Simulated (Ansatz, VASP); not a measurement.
## Mo: VASP beside Ansatz

```
CELL_PARAMETERS angstrom
2.55297 0.00000 0.00000
0.00000 2.55297 0.00000
0.00000 0.00000 2.55297
ATOMIC_POSITIONS crystal
Mo 0.00000 0.00000 0.00000
```

Alike in both runs: task single point; functional PBE; k mesh 8 × 8 × 8; occupations gaussian, width 0.1 eV; no spin polarisation.

|  | VASP | Ansatz |
| --- | --- | --- |
| version | VASP 6.6.1 | Ansatz 0.2.0 |
| potentials or method | VASP PAW PBE potentials, release 64 (Mo_sv), cutoff 520 eV | scalar-relativistic, plane waves, PAW |
| valence electrons in the cell | 14 | 14 |

|  | VASP | Ansatz | Ansatz less VASP |
| --- | --- | --- | --- |
| gap on the k mesh at the Fermi level (eV) | none | none | - |
| pressure (GPa) | 15.0 | 14.4 | -0.60 |

A gap of «none» marks a metal or a gap that the smearing closes.
